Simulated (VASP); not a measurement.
Write the native input for VASP 6.6.1 that does the following.

```
Task                   : single point
Functional             : PBE
Potentials or basis    : VASP PAW PBE potentials, release 64 (Ti_sv, N)
Cutoff                 : 520 eV
k mesh                 : 12 × 8 × 1
Occupations            : gaussian, width 0.1 eV
Spin                   : no spin polarisation
Dipole correction      : yes
Further INCAR settings : ALGO = Normal; EDIFF = 1e-06; NBANDS = 92; NELMDL = -8
```

The structure of TiN lies in POSCAR:

```
TiN
1.0
    3.0028920877      0.0000000000      0.0000000000
    0.0000000000      4.2467307168      0.0000000000
    0.0000000000      0.0000000000     27.0115683509
Ti N
9 9
Direct
    0.5000000000      0.5000000000      0.2843676863
    0.0000000000      0.0000000000      0.3296120562
    0.5000000000      0.5000000000      0.3883281180
    0.0000000000      0.0000000000      0.4456023226
    0.5000000000      0.5000000000      0.4999999882
    0.0000000000      0.0000000000      0.5543976546
    0.5000000000      0.5000000000      0.6116718780
    0.0000000000      0.0000000000      0.6703879570
    0.5000000000      0.5000000000      0.7156323357
    0.5000000000      0.0000000000      0.2788996007
    0.0000000000      0.5000000000      0.3325060417
    0.5000000000      0.0000000000      0.3892655602
    0.0000000000      0.5000000000      0.4444025951
    0.5000000000      0.0000000000      0.4999999862
    0.0000000000      0.5000000000      0.5555973857
    0.5000000000      0.0000000000      0.6107344318
    0.0000000000      0.5000000000      0.6674939752
    0.5000000000      0.0000000000      0.7211004267
```

The input as run:

INCAR

```
PREC     = Accurate       # precision mode
ENCUT    = 520            # plane-wave cutoff, eV
EDIFF    = 1E-6           # SCF threshold, eV
ISMEAR   = 0              # smearing method
SIGMA    = 0.1            # smearing width, eV
LREAL    = F              # projectors in reciprocal space
LASPH    = T              # aspherical terms in the spheres
NELM     = 120            # most SCF steps
ALGO     = Normal         # electronic algorithm
ISIF     = 2              # what is computed and relaxed
LWAVE    = F              # write WAVECAR
LCHARG   = F              # write CHGCAR
LDIPOL   = T            
IDIPOL   = 3            
DIPOL    = 0.5 0.5 0.500
GGA      = PE             # functional
NBANDS   = 92             # bands
GGA_COMPAT= F            
NELMDL   = -8
```

KPOINTS

```
Automatic mesh
0
Gamma
  12 8 1
```

Potentials or basis: VASP PAW PBE potentials, release 64 (Ti_sv, N).

The run is started by

```sh
$ cat potpaw_PBE.64/Ti_sv/POTCAR potpaw_PBE.64/N/POTCAR > POTCAR
$ mpirun -np 1 vasp_std > vasp.out
```

It gave:

```json
{
  "Largest force": "0.032 eV/Å",
  "Band gap on the k mesh": "zero (an odd number of electrons rules out a gap without spin polarisation)"
}
```

Caveat: an odd number of electrons without spin polarisation forces a metal; a magnetic or distorted state may lie lower.

Run time: 30 min on 1 thread of Intel(R) Xeon(R) 6975P-C (Granite Rapids) (shared host), peak memory 0.88 GiB.
